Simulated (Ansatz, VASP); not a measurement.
## PbI7 in VASP and in Ansatz

```
Pb I
1.0
     0.00000    5.23293    5.23293
     5.23293    0.00000    5.23293
     5.23293    5.23293    0.00000
Pb I
1 7
Direct
  0.50000 0.50000 0.50000
  0.00000 0.00000 0.00000
  0.00000 0.50000 0.00000
  0.50000 0.00000 0.00000
  0.00000 0.50000 0.50000
  0.50000 0.00000 0.50000
  0.00000 0.00000 0.50000
  0.50000 0.50000 0.00000
```

Change from the starting cell: species swapped into the CuPt7 type (Fm-3m, No. 225).

Alike in both runs: functional PBE; k mesh 6 × 6 × 6; occupations gaussian, width 0.1 eV; no spin polarisation.

Ansatz relaxed the structure, and its values are those at the end. VASP's run is a single point on that final structure, the one shown.

|  | VASP | Ansatz |
| --- | --- | --- |
| version | VASP 6.6.1 | Ansatz 0.2.0 |
| potentials or method | VASP PAW PBE potentials, release 64 (Pb_d, I), cutoff 520 eV | scalar-relativistic, plane waves, PAW |
| valence electrons in the cell | 63 | 133 |

```csv
,VASP,Ansatz,Ansatz less VASP
gap on the k mesh at the Fermi level (eV),none,none,-
pressure (GPa),0.0,0.0,+0.02
```

A gap of «none» marks a metal or a gap that the smearing closes. VASP's potentials hold 63 valence electrons a cell and Ansatz's 133, so a difference there can come from the potentials and not from the codes.

Spin-orbit coupling is off throughout.
